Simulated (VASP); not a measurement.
# P (R-3m) in VASP: single point with r2SCAN

Aim: the single point of P with r2SCAN.

Program: VASP 6.6.1. These are calculated values, not measurements. Logs are shortened: lines on timing, memory, paths and dates and some standing lists are left out, and cuts for length are marked.

## Step 1: The cell of the first run

Symmetry: R-3m, No. 166, trigonal system. The conventional cell has a = 3.467 Å, b = 3.467 Å, c = 9.261 Å, α = 90.00°, β = 90.00°, γ = 120.00°. P (site symmetry 3m) has 6 P at 2.30 to 2.79 Å within 3.0 Å.

## Step 2: Single point, r2SCAN

File POSCAR:

```
P
1.0
    1.7334095127      1.0007844488      3.0869278824
   -1.7334095127      1.0007844488      3.0869278824
    0.0000000000     -2.0015688975      3.0869278824
P
2
Direct
    0.2280488070      0.2280488070      0.2280488070
    0.7719511930      0.7719511930      0.7719511930
```

File INCAR.step1:

```
SYSTEM = P
ALGO = Normal ; EDIFF = 1E-4
ENCUT = 520 ; GGA = PE
ISMEAR = 0 ; LASPH = .TRUE.
LCHARG = .FALSE. ; LREAL = .FALSE.
LWAVE = .TRUE. ; NBANDS = 12
NELM = 100 ; PREC = Accurate
SIGMA = 0.1
```

File INCAR.step2:

```
SYSTEM = P
ALGO = Normal ; EDIFF = 1E-6
ENCUT = 520 ; ISIF = 2
ISMEAR = 0 ; ISTART = 1
LASPH = .TRUE. ; LCHARG = .TRUE.
LELF = .TRUE. ; LMIXTAU = .TRUE.
LREAL = .FALSE. ; LVHAR = .TRUE.
LWAVE = .FALSE. ; METAGGA = R2SCAN
NBANDS = 12 ; NELM = 100
PREC = Accurate ; SIGMA = 0.1
```

File KPOINTS:

```
k-points
0
G
  15 15 15
  0 0 0
```

Potentials or basis: VASP PAW PBE potentials, release 64 (P).

On the command line:

```sh
> cat potpaw_PBE.64/P/POTCAR > POTCAR
> cp INCAR.step1 INCAR
> mpirun -np 1 vasp_std > vasp.out
> cp INCAR.step2 INCAR
> mpirun -np 1 vasp_std > vasp.out
```

OUTCAR:

```text
SYSTEM = P
   EDIFF = 1E-6
   ENCUT = 520
   ISIF = 2
   ISMEAR = 0
   ISTART = 1
   LASPH = .TRUE.
   LREAL = .FALSE.
   METAGGA = R2SCAN
   NELM = 100
   PREC = Accurate

 ion  position               nearest neighbor table
   1  0.228  0.228  0.228-   2 2.30   2 2.30   2 2.30   2 2.79   2 2.79   2 2.79
   2  0.772  0.772  0.772-   1 2.30   1 2.30   1 2.30   1 2.79   1 2.79   1 2.79

  LATTYP: Found a trigonal (rhomboedric) cell.
 ALAT       =     3.6790490351
 COS(alpha) =     0.5560222618

  Lattice vectors:

 A1 = (   1.7334095127,   1.0007844488,   3.0869278824)
 A2 = (  -1.7334095127,   1.0007844488,   3.0869278824)
 A3 = (   0.0000000000,  -2.0015688975,   3.0869278824)

Analysis of symmetry for initial positions (statically):
=====================================================================
 Subroutine PRICEL returns:
 Original cell was already a primitive cell.

 Routine SETGRP: Setting up the symmetry group for a
 trigonal (rhombohedral) supercell.

 Subroutine GETGRP returns: Found 12 space group operations
 (whereof 12 operations were pure point group operations)
 out of a pool of 12 trial point group operations.

The static configuration has the point symmetry D_3d.

Analysis of symmetry for dynamics (positions and initial velocities):
=====================================================================
 Subroutine PRICEL returns:
 Original cell was already a primitive cell.

 Routine SETGRP: Setting up the symmetry group for a
 trigonal (rhombohedral) supercell.

 Subroutine GETGRP returns: Found 12 space group operations
 (whereof 12 operations were pure point group operations)
 out of a pool of 12 trial point group operations.

The dynamic configuration has the point symmetry D_3d.

 Subroutine INISYM returns: Found 12 space group operations
 (whereof 12 operations are pure point group operations),
 and found     1 'primitive' translations

----------------------------------------------------------------------------------------

                                     Primitive cell

  volume of cell :      32.1306

  direct lattice vectors                    reciprocal lattice vectors
     1.733409513  1.000784449  3.086927882     0.288448861  0.166536028  0.107982222
    -1.733409513  1.000784449  3.086927882    -0.288448861  0.166536028  0.107982222
     0.000000000 -2.001568897  3.086927882     0.000000000 -0.333072055  0.107982222

  length of vectors
     3.679049035  3.679049035  3.679049035     0.350138765  0.350138765  0.350138765

  position of ions in fractional coordinates (direct lattice)
     0.228048807  0.228048807  0.228048807
     0.771951193  0.771951193  0.771951193

  ion indices of the primitive-cell ions
   primitive index   ion index
                 1           1
                 2           2

----------------------------------------------------------------------------------------

 KPOINTS: k-points

Automatic generation of k-mesh.
 Grid dimensions read from file:
 generate k-points for:   15   15   15

 Generating k-lattice:

  Cartesian coordinates                     Fractional coordinates (reciprocal lattice)
     0.019229924  0.011102402  0.007198815     0.066666667  0.000000000  0.000000000
    -0.019229924  0.011102402  0.007198815     0.000000000  0.066666667  0.000000000
     0.000000000 -0.022204804  0.007198815     0.000000000  0.000000000  0.066666667

  Length of vectors
     0.023342584  0.023342584  0.023342584

  Shift w.r.t. Gamma in fractional coordinates (k-lattice)
     0.000000000  0.000000000  0.000000000

 Subroutine IBZKPT returns following result:
 ===========================================

 Found    344 irreducible k-points:

 Following reciprocal coordinates:
            Coordinates               Weight
  0.000000  0.000000  0.000000      1.000000
  0.066667 -0.000000 -0.000000      6.000000
  0.133333  0.000000 -0.000000      6.000000
  0.200000  0.000000 -0.000000      6.000000
  0.266667  0.000000 -0.000000      6.000000
  0.333333  0.000000 -0.000000      6.000000
[... 16 lines left out ...]
  0.133333  0.133333 -0.000000      6.000000
  0.200000  0.133333  0.000000     12.000000
 [... further k-points ...]
   k-points           NKPTS =    344   k-points in BZ     NKDIM =    344   number of bands    NBANDS=     12
   number of dos      NEDOS =    301   number of ions     NIONS =      2
   total plane-waves  NPLWV =  21952
   dimension x,y,z NGX =    28 NGY =   28 NGZ =   28
   dimension x,y,z NGXF=    56 NGYF=   56 NGZF=   56
   ions per type =               2
   NGX,Y,Z   is equivalent  to a cutoff of  12.65, 12.65, 12.65 a.u.
   NGXF,Y,Z  is equivalent  to a cutoff of  25.30, 25.30, 25.30 a.u.
 SYSTEM =  P
   PREC   = accura    normal or accurate (medium, high low for compatibility)
   ISTART =      1    job   : 0-new  1-cont  2-samecut
   ICHARG =      0    charge: 1-file 2-atom 10-const
   ISPIN  =      1    spin polarized calculation?
   LNONCOLLINEAR =      F non collinear calculations
   LSORBIT =      F    spin-orbit coupling
   LASPH  =      T    aspherical Exc in radial PAW
   ENCUT  =  520.0 eV  38.22 Ry    6.18 a.u.   6.84  6.84  6.84*2*pi/ulx,y,z
   NELM   =    100;   NELMIN=  2; NELMDL=  0     # of ELM steps
   EDIFF  = 0.1E-05   stopping-criterion for ELM
   LREAL  =      F    real-space projection
   EDIFFG = 0.1E-04   stopping-criterion for IOM
   NSW    =      0    number of steps for IOM
   IBRION =     -1    ionic relax: 0-MD 1-quasi-New 2-CG
   NFREE  =      0    steps in history (QN), initial steepest desc. (CG)
   ISIF   =      2    stress and relaxation
   ISYM   =      2    0-nonsym 1-usesym 2-fastsym
   POTIM  = 0.5000    time-step for ionic-motion
   TEBEG  =    0.0;   TEEND  =   0.0 temperature during run
   PSTRESS=    0.0 pullay stress
   NELECT =      10.0000    total number of electrons
   NUPDOWN=      -1.0000    fix difference up-down
   EMIN   =  10.00;   EMAX   =-10.00  energy-range for DOS
   EFERMI =   0.00;   METHOD = LEGACY
   ISMEAR =     0;   SIGMA  =   0.10  broadening in eV -4-tet -1-fermi 0-gaus
   EFERMI_NEDOS =   21; number of points for ismear=-14 and -15
   IALGO  =     38    algorithm
   IMIX   =      4    mixing-type and parameters
     AMIX     =   0.40;   BMIX     =  1.00
     AMIX_MAG =   1.60;   BMIX_MAG =  1.00
  volume/ion in A,a.u.               =      16.07       108.41
  Fermi-wavevector in a.u.,A,eV,Ry     =   1.109435  2.096527 16.746663  1.230845
  Thomas-Fermi vector in A             =   2.245974
   LORBIT       =      0    0 simple, 1 ext, 2 COOP (PROOUT), +10 PAW based schemes
   METAGGA = R2SCAN    functional components
   LHFCALC =     F    Hartree Fock is set to
   AEXX    =    0.0000 exact exchange contribution
   IVDW    =     0    specifies the selected vdW correction
   LEPSILON=     F    determine dielectric tensor
   LRPA    =     F    only Hartree local field effects (RPA)
 non-spin polarized calculation
 Gauss-broadening in eV      SIGMA  =   0.10
  energy-cutoff  :      520.00
  volume of cell :       32.13
 maximum number of plane-waves:       882
   NGX = 13   NGY = 13   NGZ = 13

 number of electron      10.0000001 magnetization

 Free energy of the ion-electron system (eV)
  ---------------------------------------------------
  ext. energy  EPLUGINS =         0.00000000
  ---------------------------------------------------
  free energy    TOTEN  =       -17.77579761 eV

  energy without entropy =      -17.77484112  energy(sigma->0) =      -17.77531937

 E-fermi :   9.1292     XC(G=0): -11.3236

 val. band max:        9.1093810341   @ k =   0.2667   0.2667   0.2667
 cond. band min:       9.1825650409   @ k =  -0.4667   0.0667   0.0000
 fundamental gap:      0.0731840068
 Fermi energy:         9.1292007574

 k-point     1 :       0.0000    0.0000    0.0000
  band No.  band energies     occupation
      1      -8.3384      2.00000
      2       5.5754      2.00000
      3       5.7578      2.00000
      4       5.8485      2.00000
      5       5.8485      2.00000
      6      10.6317      0.00000
      7      11.9283      0.00000
      8      11.9283      0.00000
      9      15.1001      0.00000
     10      15.1001      0.00000
     11      16.4563      0.00000
     12      16.4719      0.00000

 k-point     2 :       0.0667   -0.0000   -0.0000
  band No.  band energies     occupation
      1      -8.2630      2.00000
      2       4.5447      2.00000
      3       5.7306      2.00000
      4       5.7950      2.00000
      5       6.5769      2.00000
      6      10.8415      0.00000
      7      11.9048      0.00000
      8      11.9082      0.00000
      9      14.6229      0.00000
     10      14.6849      0.00000
     11      15.5708      0.00000
     12      17.2336      0.00000

 k-point     3 :       0.1333    0.0000   -0.0000
  band No.  band energies     occupation
      1      -8.0373      2.00000
      2       3.2067      2.00000
      3       5.6264      2.00000
      4       5.6547      2.00000
      5       7.1760      2.00000
      6      11.0470      0.00000
      7      11.6720      0.00000
      8      11.9389      0.00000
      9      13.8872      0.00000
     10      14.5135      0.00000
     11      15.2593      0.00000
     12      18.6301      0.00000

 k-point     4 :       0.2000    0.0000   -0.0000
  band No.  band energies     occupation
      1      -7.6629      2.00000
      2       1.7849      2.00000
      3       5.4727      2.00000
      4       5.5269      2.00000
      5       7.5945      2.00000
      6      10.8129      0.00000
      7      11.1483      0.00000
      8      11.5370      0.00000
      9      14.2727      0.00000
     10      15.0185      0.00000
     11      15.2393      0.00000
     12      20.2398      0.00000

 k-point     5 :       0.2667    0.0000   -0.0000
  band No.  band energies     occupation
      1      -7.1435      2.00000
      2       0.3631      2.00000
      3       5.2922      2.00000
      4       5.4728      2.00000
      5       7.8878      2.00000
      6      10.3131      0.00000
      7      10.5528      0.00000
      8      10.8432      0.00000
      9      15.4796      0.00000
     10      15.5714      0.00000
     11      15.9972      0.00000
     12      21.9810      0.00000
[... 228 lines left out ...]
      1      -7.8515      2.00000
      2       2.5800      2.00000
      3       5.0814      2.00000
      4       6.0395      2.00000
      5       7.1597      2.00000
      6      11.0294      0.00000
      7      11.3535      0.00000
      8      11.8306      0.00000
      9      13.6678      0.00000
     10      14.8695      0.00000
     11      15.7838      0.00000
     12      18.4139      0.00000

 k-point    22 :      -0.0667    0.0667    0.0000
  band No.  band energies     occupation
      1      -8.1320      2.00000
      2       3.7942      2.00000
      3       5.4253      2.00000
      4       5.9404      2.00000
      5       6.8272      2.00000
      6      11.1375      0.00000
      7      11.5849      0.00000
      8      12.0704      0.00000
      9      14.0110      0.00000
     10      14.3747      0.00000
     11      15.8097      0.00000
     12      17.3854      0.00000

 k-point    23 :       0.1333    0.1333   -0.0000
  band No.  band energies     occupation
      1      -7.9604      2.00000
      2       3.2815      2.00000
      3       4.8547      2.00000
      4       5.2066      2.00000
      5       8.0217      2.00000
      6      10.4827      0.00000
      7      11.1244      0.00000
      8      12.6979      0.00000
      9      14.1118      0.00000
     10      15.5237      0.00000
     11      15.9098      0.00000
     12      17.2838      0.00000

 k-point    24 :       0.2000    0.1333    0.0000
  band No.  band energies     occupation
      1      -7.6986      2.00000
      2       2.4658      2.00000
      3       4.5133      2.00000
      4       5.0136      2.00000
      5       7.9566      2.00000
      6      10.3746      0.00000
      7      11.3237      0.00000
      8      12.8454      0.00000
      9      14.0466      0.00000
     10      15.3387      0.00000
     11      16.6668      0.00000
     12      18.0533      0.00000

 [... further k-points ...]
[... 5 lines left out ...]
  --------------------------------------------------------------------------------------
  -------------------------------------------------------------------------------------
  Total       -0.1263601     -0.1263601     -0.0901271      0.0000000     -0.0000000      0.0000000
  in kB       -6.3008793     -6.3008793     -4.4941375      0.0000000     -0.0000000      0.0000000
  external PRESSURE =      -5.6986320 kB  Pullay stress =       0.0000000 kB

 VOLUME and BASIS-vectors are now :
 -----------------------------------------------------------------------------
  energy-cutoff  :      520.00
  volume of cell :       32.13
      direct lattice vectors                 reciprocal lattice vectors
     1.733409513  1.000784449  3.086927882     0.288448861  0.166536028  0.107982222
    -1.733409513  1.000784449  3.086927882    -0.288448861  0.166536028  0.107982222
     0.000000000 -2.001568897  3.086927882     0.000000000 -0.333072055  0.107982222

 POSITION                                       TOTAL-FORCE (eV/Angst)
 -----------------------------------------------------------------------------------
      0.00000      0.00000      2.11191         0.000000     -0.000000     -0.088255
      0.00000      0.00000      7.14887         0.000000      0.000000      0.088255
 -----------------------------------------------------------------------------------
    total drift:                               -0.000000      0.000000     -0.000000

  FREE ENERGIE OF THE ION-ELECTRON SYSTEM (eV)
  ---------------------------------------------------
  free  energy   TOTEN  =       -17.7757976103 eV

  energy  without entropy=      -17.7748411207  energy(sigma->0) =      -17.77531937
```

Run time: 4.2 min. Hardware: 1 thread of Intel Xeon Platinum 8488C (Sapphire Rapids), shared host; peak memory 0.23 GiB.

Results:

- Free energy: -17.7758 eV
- Pressure: -0.6 GPa
- Largest force: 0.088 eV/Å
- Band gap on the k mesh: zero (bands 5 and 6 overlap by 0.86 eV)

Forces on the atoms (eV/Å):
```
P    0.000  0.000 -0.088
P    0.000  0.000  0.088
```

Caveat: the PAW data sets were made with another functional, which shifts forces and pressure a little.

The gap in the log of VASP goes by the Fermi energy; the results here count the filled bands.